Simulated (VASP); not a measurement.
Write the native input for VASP 6.6.1 that does the following.

```yaml
Task: single point
Functional: PBE
Potentials_or_basis: VASP PAW PBE potentials, release 64 (Pb_d)
Cutoff: 520 eV
k_mesh: 13 × 13 × 4
Occupations: fermi-dirac, width 0.08 eV
Spin: no spin polarisation
Dipole_correction: no
Further_INCAR_settings: ALGO = Normal; EDIFF = 1e-07; NBANDS = 36
```

The structure of Pb lies in POSCAR:

```
Pb
1.0
    2.8364002489      0.0000000000      0.0000000000
   -1.4182001245      2.4563946708      0.0000000000
    0.0000000000      0.0000000000      9.3412573369
Pb
4
Direct
    0.0000000000      0.0000000000      0.0000000000
    0.0000000000      0.0000000000      0.5000000000
    0.3333333333      0.6666666667      0.2500000000
    0.6666666667      0.3333333333      0.7500000000
```

The input as run:

INCAR

```
SYSTEM = Pb
PREC = Accurate ; ENCUT = 520
EDIFF = 1E-7 ; ISMEAR = -1
SIGMA = 0.08 ; LREAL = .FALSE.
LASPH = .TRUE. ; NELM = 80
ALGO = Normal ; ISIF = 2
LWAVE = .FALSE. ; LCHARG = .FALSE.
GGA = PE ; NBANDS = 36
```

KPOINTS

```
Automatic mesh
0
G
  13 13 4
  0 0 0
```

Potentials or basis: VASP PAW PBE potentials, release 64 (Pb_d).

Launch:

```sh
$ cat potpaw_PBE.64/Pb_d/POTCAR > POTCAR
$ mpirun -np 1 vasp_std > vasp.out
```

It gave:

```json
{
  "Pressure": "139.8 GPa",
  "Band gap on the k mesh": "zero (band 28 reaches 25.68 eV, above the bottom of band 29 at 13.96 eV)"
}
```

Caveat: spin-orbit coupling is left out, which moves the levels of the heavy elements.

It took 58 s on 1 thread of Intel(R) Xeon(R) 6975P-C (Granite Rapids) (shared host), peak memory 0.25 GiB.
